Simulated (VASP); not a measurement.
# TaMo4 in VASP: single point with PBE

Aim: the single point of TaMo4 with PBE.

All numbers are computed with VASP 6.6.1; they aren't measurements. Logs are shortened: lines on timing, memory, paths and dates and some standing lists are left out, and cuts for length are marked.

### Step 1. The cell of the first run

The typed cell holds 10 atoms: a = 4.483 Å, b = 5.557 Å, c = 6.932 Å, α = 82.60°, β = 71.21°, γ = 90.00°.

### Step 2. Single point, PBE

Contents of INCAR:

```
SYSTEM = TaMo4
  PREC = Accurate
  ENCUT = 520
  EDIFF = 1E-6
  ISMEAR = 0
  SIGMA = 0.1
  LREAL = .FALSE.
  LASPH = .TRUE.
  NELM = 60
  ALGO = Fast
  ISIF = 2
  LWAVE = .FALSE.
  LCHARG = .TRUE.
  GGA = PE
  LELF = .TRUE.
  LVHAR = .TRUE.
  NBANDS = 78
```

Contents of KPOINTS:

```
regular mesh
0
G
  4 4 4
  0 0 0
```

Contents of POSCAR:

```
TaMo4
1.0
    4.4456126360     -0.0527879015      0.5731845097
    0.0360093497      5.5523604404      0.2340911461
    1.3861681978      0.5990076684      6.7657565013
Ta Mo
2 8
Direct
    0.9999933796      0.4500012731      1.0000009705
    1.0000021519      0.9500001657      0.9999968129
    0.3981667111      0.2471532188      0.2036821586
    0.3981480077      0.7471389275      0.2037149403
    0.6018441709      0.1528364636      0.7963034288
    0.6018552193      0.6528717028      0.7962680407
    0.7989516065      0.0519421694      0.4021186998
    0.7989611946      0.5519132887      0.4020887178
    0.2010343385      0.3480597320      0.5979129160
    0.2010432200      0.8480830586      0.5979133146
```

Potentials or basis: VASP PAW PBE potentials, release 64 (Ta_pv, Mo_sv).

The run is started by

```sh
cat potpaw_PBE.64/Ta_pv/POTCAR potpaw_PBE.64/Mo_sv/POTCAR > POTCAR
mpirun -np 1 vasp_std > vasp.out
```

OUTCAR:

```text
SYSTEM = TaMo4
   PREC = Accurate
   ENCUT = 520
   EDIFF = 1E-6
   ISMEAR = 0
   LREAL = .FALSE.
   LASPH = .TRUE.
   NELM = 60
   ISIF = 2
   GGA = PE

 ion  position               nearest neighbor table
   1  1.000  0.450  0.000-   3 2.77   6 2.77   3 2.77   6 2.77   8 2.77   9 2.77   2 2.78   2 2.78
                             5 3.18   4 3.18   4 3.19   5 3.19  10 3.20   7 3.20
   2  0.000  0.950  1.000-   5 2.77   4 2.77   5 2.77   4 2.77  10 2.77   7 2.77   1 2.78   1 2.78
                             3 3.18   6 3.18   3 3.19   6 3.19   9 3.20   8 3.20
   3  0.398  0.247  0.204-   9 2.72   7 2.74   7 2.74   1 2.77   1 2.77   4 2.78   4 2.78   5 2.79
                            10 3.17   2 3.18   2 3.19   8 3.19   8 3.19   6 3.25
   4  0.398  0.747  0.204-  10 2.72   8 2.74   8 2.74   2 2.77   2 2.77   3 2.78   3 2.78   6 2.79
                             9 3.17   1 3.18   1 3.19   7 3.19   7 3.19   5 3.25
   5  0.602  0.153  0.796-   7 2.72   9 2.74   9 2.74   2 2.77   2 2.77   6 2.78   6 2.78   3 2.79
                             8 3.17   1 3.18   1 3.19  10 3.19  10 3.19   4 3.25
   6  0.602  0.653  0.796-   8 2.72  10 2.74  10 2.74   1 2.77   1 2.77   5 2.78   5 2.78   4 2.79
                             7 3.17   2 3.18   2 3.19   9 3.19   9 3.19   3 3.25
   7  0.799  0.052  0.402-   5 2.72   3 2.74   3 2.74  10 2.75  10 2.75   2 2.77   8 2.78   8 2.78
                             9 3.15   9 3.16   6 3.17   4 3.19   4 3.19   1 3.20
   8  0.799  0.552  0.402-   6 2.72   4 2.74   4 2.74   9 2.75   9 2.75   1 2.77   7 2.78   7 2.78
                            10 3.15  10 3.16   5 3.17   3 3.19   3 3.19   2 3.20
   9  0.201  0.348  0.598-   3 2.72   5 2.74   5 2.74   8 2.75   8 2.75   1 2.77  10 2.78  10 2.78
                             7 3.15   7 3.16   4 3.17   6 3.19   6 3.19   2 3.20
  10  0.201  0.848  0.598-   4 2.72   6 2.74   6 2.74   7 2.75   7 2.75   2 2.77   9 2.78   9 2.78
                             8 3.15   8 3.16   3 3.17   5 3.19   5 3.19   1 3.20

  LATTYP: Found a triclinic cell.
 ALAT       =     6.9322242819
 B/A-ratio  =     0.6466499158
 C/A-ratio  =     0.8016777017
 COS(alpha) =     0.0000467071
 COS(beta)  =     0.1287371358
 COS(gamma) =     0.3220819728

  Lattice vectors:

 A1 = (   1.3861681978,   0.5990076684,   6.7657565013)
 A2 = (   4.4456126360,  -0.0527879015,   0.5731845097)
 A3 = (   0.0360093497,   5.5523604404,   0.2340911461)

Analysis of symmetry for initial positions (statically):
=====================================================================
 Subroutine PRICEL returns:
 Original cell was already a primitive cell.

 Routine SETGRP: Setting up the symmetry group for a
 triclinic supercell.

 Subroutine GETGRP returns: Found  1 space group operations
 (whereof  1 operations were pure point group operations)
 out of a pool of  2 trial point group operations.

The static configuration has the point symmetry C_1 .

Analysis of symmetry for dynamics (positions and initial velocities):
=====================================================================
 Subroutine PRICEL returns:
 Original cell was already a primitive cell.

 Routine SETGRP: Setting up the symmetry group for a
 triclinic supercell.

 Subroutine GETGRP returns: Found  1 space group operations
 (whereof  1 operations were pure point group operations)
 out of a pool of  2 trial point group operations.

The dynamic configuration has the point symmetry C_1 .

 Subroutine INISYM returns: Found  1 space group operations
 (whereof  1 operations are pure point group operations),
 and found     1 'primitive' translations

----------------------------------------------------------------------------------------

                                     Primitive cell

  volume of cell :     161.9767

  direct lattice vectors                    reciprocal lattice vectors
     4.445612636 -0.052787901  0.573184510     0.231056012  0.000499203 -0.047382953
     0.036009350  5.552360440  0.234091146     0.004324646  0.180787717 -0.016892112
     1.386168198  0.599007668  6.765756501    -0.019724341 -0.006297439  0.152401800

  length of vectors
     4.482722248  5.557409630  6.932224282     0.235864949  0.181626662  0.153801872

  position of ions in fractional coordinates (direct lattice)
     0.999993380  0.450001273  0.000000970
     0.000002152  0.950000166  0.999996813
     0.398166711  0.247153219  0.203682159
     0.398148008  0.747138928  0.203714940
     0.601844171  0.152836464  0.796303429
     0.601855219  0.652871703  0.796268041
     0.798951606  0.051942169  0.402118700
     0.798961195  0.551913289  0.402088718
     0.201034339  0.348059732  0.597912916
     0.201043220  0.848083059  0.597913315

  ion indices of the primitive-cell ions
   primitive index   ion index
                 1           1
                 2           2
                 3           3
                 4           4
                 5           5
                 6           6
                 7           7
                 8           8
                 9           9
                10          10

----------------------------------------------------------------------------------------

 KPOINTS: regular mesh

Automatic generation of k-mesh.
 Grid dimensions read from file:
 generate k-points for:    4    4    4

 Generating k-lattice:

  Cartesian coordinates                     Fractional coordinates (reciprocal lattice)
     0.057764003  0.000124801 -0.011845738     0.250000000  0.000000000  0.000000000
     0.001081162  0.045196929 -0.004223028     0.000000000  0.250000000  0.000000000
    -0.004931085 -0.001574360  0.038100450     0.000000000  0.000000000  0.250000000

  Length of vectors
     0.058966237  0.045406666  0.038450468

  Shift w.r.t. Gamma in fractional coordinates (k-lattice)
     0.000000000  0.000000000  0.000000000

 Subroutine IBZKPT returns following result:
 ===========================================

 Found     36 irreducible k-points:

 Following reciprocal coordinates:
            Coordinates               Weight
  0.000000  0.000000  0.000000      1.000000
  0.250000  0.000000 -0.000000      2.000000
  0.500000  0.000000 -0.000000      1.000000
  0.000000  0.250000 -0.000000      2.000000
  0.250000  0.250000 -0.000000      2.000000
  0.500000  0.250000  0.000000      2.000000
[... 16 lines left out ...]
 -0.000000 -0.250000  0.250000      2.000000
  0.250000 -0.250000  0.250000      2.000000
 [... further k-points ...]
   k-points           NKPTS =     36   k-points in BZ     NKDIM =     36   number of bands    NBANDS=     78
   number of dos      NEDOS =    301   number of ions     NIONS =     10
   total plane-waves  NPLWV =  81648
   dimension x,y,z NGX =    36 NGY =   42 NGZ =   54
   dimension x,y,z NGXF=    72 NGYF=   84 NGZF=  108
   ions per type =               2   8
   NGX,Y,Z   is equivalent  to a cutoff of  13.35, 12.56, 12.95 a.u.
   NGXF,Y,Z  is equivalent  to a cutoff of  26.70, 25.13, 25.90 a.u.
 SYSTEM =  TaMo4
   PREC   = accura    normal or accurate (medium, high low for compatibility)
   ISTART =      0    job   : 0-new  1-cont  2-samecut
   ICHARG =      2    charge: 1-file 2-atom 10-const
   ISPIN  =      1    spin polarized calculation?
   LNONCOLLINEAR =      F non collinear calculations
   LSORBIT =      F    spin-orbit coupling
   LASPH  =      T    aspherical Exc in radial PAW
   ENCUT  =  520.0 eV  38.22 Ry    6.18 a.u.   8.33 10.33 12.89*2*pi/ulx,y,z
   NELM   =     60;   NELMIN=  2; NELMDL= -5     # of ELM steps
   EDIFF  = 0.1E-05   stopping-criterion for ELM
   LREAL  =      F    real-space projection
   EDIFFG = 0.1E-04   stopping-criterion for IOM
   NSW    =      0    number of steps for IOM
   IBRION =     -1    ionic relax: 0-MD 1-quasi-New 2-CG
   NFREE  =      0    steps in history (QN), initial steepest desc. (CG)
   ISIF   =      2    stress and relaxation
   ISYM   =      2    0-nonsym 1-usesym 2-fastsym
   POTIM  = 0.5000    time-step for ionic-motion
   TEBEG  =    0.0;   TEEND  =   0.0 temperature during run
   PSTRESS=    0.0 pullay stress
   NELECT =     134.0000    total number of electrons
   NUPDOWN=      -1.0000    fix difference up-down
   EMIN   =  10.00;   EMAX   =-10.00  energy-range for DOS
   EFERMI =   0.00;   METHOD = LEGACY
   ISMEAR =     0;   SIGMA  =   0.10  broadening in eV -4-tet -1-fermi 0-gaus
   EFERMI_NEDOS =   21; number of points for ismear=-14 and -15
   IALGO  =     68    algorithm
   IMIX   =      4    mixing-type and parameters
     AMIX     =   0.40;   BMIX     =  1.00
     AMIX_MAG =   1.60;   BMIX_MAG =  1.00
  volume/ion in A,a.u.               =      16.20       109.31
  Fermi-wavevector in a.u.,A,eV,Ry     =   1.536829  2.904186 32.134832  2.361843
  Thomas-Fermi vector in A             =   2.643423
   LORBIT       =      0    0 simple, 1 ext, 2 COOP (PROOUT), +10 PAW based schemes
   GGA     = PE    functional components
   LHFCALC =     F    Hartree Fock is set to
   AEXX    =    0.0000 exact exchange contribution
   IVDW    =     0    specifies the selected vdW correction
   LEPSILON=     F    determine dielectric tensor
   LRPA    =     F    only Hartree local field effects (RPA)
 non-spin polarized calculation
 RMM-DIIS sequential band-by-band and
 Gauss-broadening in eV      SIGMA  =   0.10
  energy-cutoff  :      520.00
  volume of cell :      161.98
 maximum number of plane-waves:      4380
 NGX is ok and might be reduce to    36
   NGX = 17   NGY = 21   NGZ = 25

 number of electron     133.9999996 magnetization

 Free energy of the ion-electron system (eV)
  ---------------------------------------------------
  ext. energy  EPLUGINS =         0.00000000
  ---------------------------------------------------
  free energy    TOTEN  =      -111.73783106 eV

  energy without entropy =     -111.69092598  energy(sigma->0) =     -111.71437852

 E-fermi :  10.7997     XC(G=0): -13.1848

 val. band max:       10.7994565339   @ k =   0.5000  -0.2500   0.2500
 cond. band min:      10.8020575093   @ k =   0.5000   0.2500   0.2500
 fundamental gap:      0.0026009753
 Fermi energy:        10.7997325999

 k-point     1 :       0.0000    0.0000    0.0000
  band No.  band energies     occupation
      1     -50.1531      2.00000
      2     -49.9923      2.00000
      3     -49.9843      2.00000
      4     -49.9724      2.00000
      5     -49.9442      2.00000
      6     -49.9338      2.00000
[... 70 lines left out ...]
     77      12.9796      0.00000
     78      13.2046      0.00000

 k-point     2 :       0.2500    0.0000   -0.0000
  band No.  band energies     occupation
      1     -50.1230      2.00000
      2     -49.9917      2.00000
      3     -49.9696      2.00000
      4     -49.9691      2.00000
      5     -49.9634      2.00000
      6     -49.9401      2.00000
[... 70 lines left out ...]
     77      12.8083      0.00000
     78      13.0854      0.00000
[... 1699 lines left out ...]
     77      13.1182      0.00000
     78      13.2421      0.00000

 k-point    24 :       0.2500   -0.2500    0.2500
  band No.  band energies     occupation
      1     -50.1041      2.00000
      2     -50.0057      2.00000
      3     -49.9869      2.00000
      4     -49.9539      2.00000
      5     -49.9536      2.00000
      6     -49.9263      2.00000
[... 70 lines left out ...]
     77      12.7028      0.00000
     78      12.8057      0.00000

 [... further k-points ...]
[... 5 lines left out ...]
  --------------------------------------------------------------------------------------
  -------------------------------------------------------------------------------------
  Total        0.4761802      0.3895173      0.6388492     -0.0062799      0.0843232      0.0952127
  in kB        4.7100907      3.8528729      6.3191154     -0.0621168      0.8340750      0.9417874
  external PRESSURE =       4.9606930 kB  Pullay stress =       0.0000000 kB

 VOLUME and BASIS-vectors are now :
 -----------------------------------------------------------------------------
  energy-cutoff  :      520.00
  volume of cell :      161.98
      direct lattice vectors                 reciprocal lattice vectors
     4.445612636 -0.052787901  0.573184510     0.231056012  0.000499203 -0.047382953
     0.036009350  5.552360440  0.234091146     0.004324646  0.180787717 -0.016892112
     1.386168198  0.599007668  6.765756501    -0.019724341 -0.006297439  0.152401800

 POSITION                                       TOTAL-FORCE (eV/Angst)
 -----------------------------------------------------------------------------------
      4.46179      2.44578      0.67853         0.000452      0.000038     -0.001133
      1.42038      5.87375      6.98812        -0.000282     -0.000243      0.001743
      2.06133      1.47327      1.66414         0.002112      0.000329     -0.003232
      2.07930      4.24939      1.78140         0.002678      0.001517     -0.005961
      3.78488      1.29382      5.76834        -0.002639      0.000438      0.005024
      3.80289      4.07018      5.88516        -0.002627     -0.002188      0.007685
      4.11110      0.48710      3.19074        -0.000847     -0.003912     -0.005638
      4.12911      3.26310      3.30758        -0.001084     -0.002186     -0.001530
      1.73506      2.28010      4.24204         0.001341      0.003894      0.002051
      1.75311      5.05640      4.35910         0.000896      0.002313      0.000990
 -----------------------------------------------------------------------------------
    total drift:                               -0.000026     -0.000150     -0.000228

  FREE ENERGIE OF THE ION-ELECTRON SYSTEM (eV)
  ---------------------------------------------------
  free  energy   TOTEN  =      -111.7378310634 eV

  energy  without entropy=     -111.6909259840  energy(sigma->0) =     -111.71437852
```

It took 10 min on 1 thread of Oxide Virtual Turin-like, shared host; peak memory 0.45 GiB.

Results:

```
Free energy            : -111.7378 eV
Pressure               : 0.5 GPa
Largest force          : 0.008 eV/Å
Band gap on the k mesh : zero (bands 67 and 68 overlap by 1.47 eV)
```

Forces in eV/Å, atoms in the order of the input:
```
Ta   0.000  0.000 -0.001
Ta   0.000  0.000  0.002
Mo   0.002  0.000 -0.003
Mo   0.003  0.002 -0.006
Mo  -0.003  0.000  0.005
Mo  -0.003 -0.002  0.008
Mo  -0.001 -0.004 -0.006
Mo  -0.001 -0.002 -0.002
Mo   0.001  0.004  0.002
Mo   0.001  0.002  0.001
```

Caveat: the k points lie up to 0.37 Å⁻¹ apart, too coarse for converged energies and pressures of a metal; spin-orbit coupling is left out, which moves the levels of the heavy elements.
